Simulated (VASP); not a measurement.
# Ni (Fm-3m) in VASP: single point with PBE

Aim: the single point of Ni with PBE.

Program: VASP 6.6.1. These are calculated values, not measurements. Logs are shortened: lines on timing, memory, paths and dates and some standing lists are left out, and cuts for length are marked.

## (1) The cell of the first run

The structure is cubic, space group Fm-3m (No. 225). The conventional cell has a = 3.536 Å, b = 3.536 Å, c = 3.536 Å, α = 90.00°, β = 90.00°, γ = 90.00°. Ni (site symmetry m-3m) has 12 Ni at 2.50 Å within 3.3 Å.

## (2) Single point, PBE, collinear spin

The input, INCAR:

```
SYSTEM = Ni
ALGO = Normal
EDIFF = 1E-6
ENCUT = 520
GGA = PE
ISIF = 2
ISMEAR = -1
ISPIN = 2
ISYM = 0
LASPH = .True.
LCHARG = .False.
LMAXMIX = 4
LORBIT = 11
LREAL = .False.
LWAVE = .False.
MAGMOM = 2 0
NBANDS = 21
NELM = 150
PREC = Accurate
SIGMA = 0.05
```

The input, KPOINTS:

```
k-points
0
Gamma
  13 8 11
  0 0 0
```

The input, POSCAR:

```
Ni
1.0
    0.0000000000     -1.7678000000     -1.7678000000
   -3.5356000000     -1.7678000000     -1.7678000000
    0.0000000000      1.7678000000     -1.7678000000
Ni
2
Direct
    0.0000000000      0.0000000000      0.0000000000
    0.0000000000      0.5000000000      0.5000000000
```

Potentials or basis: VASP PAW PBE potentials, release 64 (Ni).

Started as:

```console
> cat potpaw_PBE.64/Ni/POTCAR > POTCAR
> mpirun -np 1 vasp_std > vasp.out
```

OUTCAR:

```text
SYSTEM = Ni
   EDIFF = 1E-6
   ENCUT = 520
   GGA = PE
   ISIF = 2
   ISMEAR = -1
   ISPIN = 2
   ISYM = 0
   LASPH = .True.
   LORBIT = 11
   LREAL = .False.
   NELM = 150
   PREC = Accurate

 ion  position               nearest neighbor table
   1  0.000  0.000  0.000-   2 2.50   2 2.50   2 2.50   2 2.50   2 2.50   2 2.50   2 2.50   2 2.50

   2  0.000  0.500  0.500-   1 2.50   1 2.50   1 2.50   1 2.50   1 2.50   1 2.50   1 2.50   1 2.50

IMPORTANT INFORMATION: All symmetrisations will be switched off!
NOSYMM: (Re-)initialisation of all symmetry stuff for point group C_1.

----------------------------------------------------------------------------------------

                                     Primitive cell

  volume of cell :      22.0983

  direct lattice vectors                    reciprocal lattice vectors
     0.000000000 -1.767800000 -1.767800000     0.282837425 -0.282837425 -0.282837425
    -3.535600000 -1.767800000 -1.767800000    -0.282837425  0.000000000  0.000000000
     0.000000000  1.767800000 -1.767800000     0.000000000  0.282837425 -0.282837425

  length of vectors
     2.500046736  4.330207967  2.500046736     0.489888790  0.282837425  0.399992522

  position of ions in fractional coordinates (direct lattice)
     0.000000000  0.000000000  0.000000000
     0.000000000  0.500000000  0.500000000

  ion indices of the primitive-cell ions
   primitive index   ion index
                 1           1
                 2           2

----------------------------------------------------------------------------------------

 KPOINTS: k-points

Automatic generation of k-mesh.
 Grid dimensions read from file:
 generate k-points for:   13    8   11

 Generating k-lattice:

  Cartesian coordinates                     Fractional coordinates (reciprocal lattice)
     0.021756725 -0.021756725 -0.021756725     0.076923077  0.000000000  0.000000000
    -0.035354678  0.000000000  0.000000000     0.000000000  0.125000000  0.000000000
     0.000000000  0.025712493 -0.025712493     0.000000000  0.000000000  0.090909091

  Length of vectors
     0.037683753  0.035354678  0.036362957

  Shift w.r.t. Gamma in fractional coordinates (k-lattice)
     0.000000000  0.000000000  0.000000000

 -----------------------------------------------------------------------------
|                                                                             |
|           W    W    AA    RRRRR   N    N  II  N    N   GGGG   !!!           |
|           W    W   A  A   R    R  NN   N  II  NN   N  G    G  !!!           |
|           W    W  A    A  R    R  N N  N  II  N N  N  G       !!!           |
|           W WW W  AAAAAA  RRRRR   N  N N  II  N  N N  G  GGG   !            |
|           WW  WW  A    A  R   R   N   NN  II  N   NN  G    G                |
|           W    W  A    A  R    R  N    N  II  N    N   GGGG   !!!           |
|                                                                             |
|     Your reciprocal lattice and k-lattice belong to different lattice       |
|     classes:                                                                |
|                                                                             |
|        The reciprocal lattice is simple tetragonal,                         |
|        whereas your k-lattice is simple monoclinic.                         |
|                                                                             |
|     Results are often still useful ...                                      |
|                                                                             |
 -----------------------------------------------------------------------------

 WARNING: IBZKPT: internal override: KBLOWUP is changed to .FALSE.
      ... skipping the blow-up phase ...

 Subroutine IBZKPT returns following result:
 ===========================================

 Found    573 irreducible k-points:

 Following reciprocal coordinates:
            Coordinates               Weight
  0.000000  0.000000  0.000000      1.000000
  0.076923  0.000000  0.000000      2.000000
  0.153846  0.000000  0.000000      2.000000
  0.230769  0.000000  0.000000      2.000000
  0.307692  0.000000  0.000000      2.000000
  0.384615  0.000000  0.000000      2.000000
[... 16 lines left out ...]
  0.153846  0.250000  0.000000      2.000000
  0.230769  0.250000  0.000000      2.000000
 [... further k-points ...]
   k-points           NKPTS =    573   k-points in BZ     NKDIM =    573   number of bands    NBANDS=     21
   number of dos      NEDOS =    301   number of ions     NIONS =      2
   total plane-waves  NPLWV =  12800
   dimension x,y,z NGX =    20 NGY =   32 NGZ =   20
   dimension x,y,z NGXF=    40 NGYF=   64 NGZF=   40
   ions per type =               2
   NGX,Y,Z   is equivalent  to a cutoff of  13.30, 12.29, 13.30 a.u.
   NGXF,Y,Z  is equivalent  to a cutoff of  26.60, 24.57, 26.60 a.u.
 SYSTEM =  Ni
   PREC   = accura    normal or accurate (medium, high low for compatibility)
   ISTART =      0    job   : 0-new  1-cont  2-samecut
   ICHARG =      2    charge: 1-file 2-atom 10-const
   ISPIN  =      2    spin polarized calculation?
   LNONCOLLINEAR =      F non collinear calculations
   LSORBIT =      F    spin-orbit coupling
   LASPH  =      T    aspherical Exc in radial PAW
   ENCUT  =  520.0 eV  38.22 Ry    6.18 a.u.   4.65  8.05  4.65*2*pi/ulx,y,z
   NELM   =    150;   NELMIN=  2; NELMDL= -5     # of ELM steps
   EDIFF  = 0.1E-05   stopping-criterion for ELM
   LREAL  =      F    real-space projection
   EDIFFG = 0.1E-04   stopping-criterion for IOM
   NSW    =      0    number of steps for IOM
   IBRION =     -1    ionic relax: 0-MD 1-quasi-New 2-CG
   NFREE  =      0    steps in history (QN), initial steepest desc. (CG)
   ISIF   =      2    stress and relaxation
   ISYM   =      0    0-nonsym 1-usesym 2-fastsym
   POTIM  = 0.5000    time-step for ionic-motion
   TEBEG  =    0.0;   TEEND  =   0.0 temperature during run
   PSTRESS=    0.0 pullay stress
   NELECT =      20.0000    total number of electrons
   NUPDOWN=      -1.0000    fix difference up-down
   EMIN   =  10.00;   EMAX   =-10.00  energy-range for DOS
   EFERMI =   0.00;   METHOD = LEGACY
   ISMEAR =    -1;   SIGMA  =   0.05  broadening in eV -4-tet -1-fermi 0-gaus
   EFERMI_NEDOS =   21; number of points for ismear=-14 and -15
   IALGO  =     38    algorithm
   IMIX   =      4    mixing-type and parameters
     AMIX     =   0.40;   BMIX     =  1.00
     AMIX_MAG =   1.60;   BMIX_MAG =  1.00
  volume/ion in A,a.u.               =      11.05        74.56
  Fermi-wavevector in a.u.,A,eV,Ry     =   1.583550  2.992475 34.118373  2.507630
  Thomas-Fermi vector in A             =   2.683303
   LORBIT       =     11    0 simple, 1 ext, 2 COOP (PROOUT), +10 PAW based schemes
   GGA     = PE    functional components
   LHFCALC =     F    Hartree Fock is set to
   AEXX    =    0.0000 exact exchange contribution
   IVDW    =     0    specifies the selected vdW correction
   LEPSILON=     F    determine dielectric tensor
   LRPA    =     F    only Hartree local field effects (RPA)
 spin polarized calculation
  energy-cutoff  :      520.00
  volume of cell :       22.10
 maximum number of plane-waves:       613
   NGX =  9   NGY = 17   NGZ =  9

 number of electron      19.9999987 magnetization       1.2450316

 Free energy of the ion-electron system (eV)
  ---------------------------------------------------
  ext. energy  EPLUGINS =         0.00000000
  ---------------------------------------------------
  free energy    TOTEN  =       -10.95309914 eV

  energy without entropy =      -10.92459786  energy(sigma->0) =      -10.93884850

 E-fermi :   9.1570     XC(G=0): -13.1648

 val. band max:        9.1559517984   @ k =  -0.0769   0.3750   0.3636
 cond. band min:       9.1573835208   @ k =  -0.3846  -0.3750   0.3636
 fundamental gap:      0.0014317224
 Fermi energy:         9.1569575544

 spin component 1

 k-point     1 :       0.0000    0.0000    0.0000
  band No.  band energies     occupation
      1       0.2564      1.00000
      2       4.6045      1.00000
      3       5.0455      1.00000
      4       6.7638      1.00000
      5       6.7639      1.00000
      6       6.7665      1.00000
[... 13 lines left out ...]
     20      36.4918      0.00000
     21      36.4923      0.00000

 k-point     2 :       0.0769    0.0000    0.0000
  band No.  band energies     occupation
      1       0.4848      1.00000
      2       4.6889      1.00000
      3       5.1181      1.00000
      4       6.7069      1.00000
      5       6.8132      1.00000
      6       6.8159      1.00000
[... 520 lines left out ...]
 k-point    24 :       0.2308    0.2500    0.0000
  band No.  band energies     occupation
      1       1.5852      1.00000
      2       5.1938      1.00000
      3       5.4567      1.00000
      4       6.4467      1.00000
      5       6.9936      1.00000
      6       7.0287      1.00000
[... 13 lines left out ...]
     20      37.8899      0.00000
     21      38.1653      0.00000

 [... further k-points ...]

 spin component 2

 k-point     1 :       0.0000    0.0000    0.0000
  band No.  band energies     occupation
      1       0.2203      1.00000
      2       4.9467      1.00000
      3       5.6579      1.00000
      4       7.5123      1.00000
      5       7.5150      1.00000
      6       7.5152      1.00000
[... 13 lines left out ...]
     20      36.4744      0.00000
     21      36.4747      0.00000

 k-point     2 :       0.0769    0.0000    0.0000
  band No.  band energies     occupation
      1       0.4490      1.00000
      2       5.0282      1.00000
      3       5.7307      1.00000
      4       7.4502      1.00000
      5       7.5633      1.00000
      6       7.5663      1.00000
[... 520 lines left out ...]
 k-point    24 :       0.2308    0.2500    0.0000
  band No.  band energies     occupation
      1       1.5545      1.00000
      2       5.5936      1.00000
      3       6.0167      1.00000
      4       7.1561      1.00000
      5       7.7046      1.00000
      6       7.7937      1.00000
[... 13 lines left out ...]
     20      37.8549      0.00000
     21      38.1315      0.00000

 [... further k-points ...]

------------------------ aborting loop because EDIFF is reached ----------------------------------------

  FORCE on cell =-STRESS in cart. coord.  units (eV):
  Direction    XX          YY          ZZ          XY          YZ          ZX
  --------------------------------------------------------------------------------------
  -------------------------------------------------------------------------------------
  Total       -0.3663832     -0.3909659     -0.3909657     -0.0029705      0.0000632     -0.0029678
  in kB      -26.5635894    -28.3458856    -28.3458721     -0.2153687      0.0045843     -0.2151757
  external PRESSURE =     -27.7517824 kB  Pullay stress =       0.0000000 kB

 VOLUME and BASIS-vectors are now :
 -----------------------------------------------------------------------------
  energy-cutoff  :      520.00
  volume of cell :       22.10
      direct lattice vectors                 reciprocal lattice vectors
     0.000000000 -1.767800000 -1.767800000     0.282837425 -0.282837425 -0.282837425
    -3.535600000 -1.767800000 -1.767800000    -0.282837425  0.000000000  0.000000000
     0.000000000  1.767800000 -1.767800000     0.000000000  0.282837425 -0.282837425

 POSITION                                       TOTAL-FORCE (eV/Angst)
 -----------------------------------------------------------------------------------
      0.00000      0.00000      0.00000        -0.000001      0.000001     -0.000001
     -1.76780      0.00000     -1.76780         0.000001     -0.000001      0.000001
 -----------------------------------------------------------------------------------
    total drift:                                0.000001      0.000000      0.000001

  FREE ENERGIE OF THE ION-ELECTRON SYSTEM (eV)
  ---------------------------------------------------
  free  energy   TOTEN  =       -10.9530991404 eV

  energy  without entropy=      -10.9245978564  energy(sigma->0) =      -10.93884850

 total charge

# of ion       s       p       d       tot
------------------------------------------
    1        0.491   0.485   8.308   9.283
    2        0.491   0.485   8.307   9.282
--------------------------------------------------
tot          0.982   0.969  16.615  18.565

 magnetization (x)

# of ion       s       p       d       tot
------------------------------------------
    1       -0.007  -0.024   0.667   0.636
    2       -0.007  -0.024   0.667   0.636
--------------------------------------------------
tot         -0.013  -0.049   1.333   1.271
```

It took 3.8 min on 1 thread of Intel Xeon 6975P-C (Granite Rapids), shared host; peak memory 0.44 GiB.

What came out:

```
Free energy                                           : -10.9531 eV
Pressure                                              : -2.8 GPa
Net moment                                            : 1.25 μB per cell
Site moments                                          : Ni +0.64 μB
Valence electrons inside the program's atomic spheres : Ni 9.28
```
